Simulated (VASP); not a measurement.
Y3NbO2, 6 atoms in the cell. It takes space group P6/mmm (No. 191, hexagonal). Conventional cell: a = 5.580 Å, b = 5.580 Å, c = 3.778 Å, α = 90.00°, β = 90.00°, γ = 120.00°. Within 3.4 Å of Y (site symmetry mmm) lie 4 O at 2.48 Å and 4 Y at 2.79 Å and 4 Nb at 3.37 Å. Nb (site symmetry 6/mmm) has 6 O at 3.22 Å and 12 Y at 3.37 Å and 2 Nb at 3.78 Å within 4.2 Å. Within 3.3 Å of O (site symmetry -6m2) lie 6 Y at 2.48 Å and 3 Nb at 3.22 Å and 3 O at 3.22 Å. The cell was generated, and may not be a known phase.

| Property | Result |
| --- | --- |
| Program | VASP 6.6.1 |
| Task | relaxation of cell and atoms |
| Functional | PBE |
| Potentials or basis | VASP PAW PBE potentials, release 64 (Y_sv, Nb_sv, O) |
| Cutoff | 600 eV |
| k mesh | 6 × 6 × 4 |
| Occupations | gaussian, width 0.1 eV |
| Spin | collinear spin |
| Starting moments | [0.01, 0.01, 0.01, 1.2, 0.03, 0.03] μB |
| Dipole correction | no |
| Further INCAR settings | ALGO = Normal; EDIFF = 1e-06; IBRION = 2; EDIFFG = -0.04; NSW = 90; ISIF = 3 |

Potentials or basis: VASP PAW PBE potentials, release 64 (Y_sv, Nb_sv, O).

The run is started by

```sh
$ cat potpaw_PBE.64/Y_sv/POTCAR potpaw_PBE.64/Nb_sv/POTCAR potpaw_PBE.64/O/POTCAR > POTCAR
$ mpirun -np 1 vasp_std > vasp.out
```

Hardware: 1 thread of Oxide Virtual Turin-like Processor (shared host).

Task: How long does it take, and how much memory?

Result: It took 40 min on 1 thread of Oxide Virtual Turin-like Processor, with other jobs on the host, peak memory 0.4 GiB. Counts: scf iterations 157, k points 21, ion steps 10.
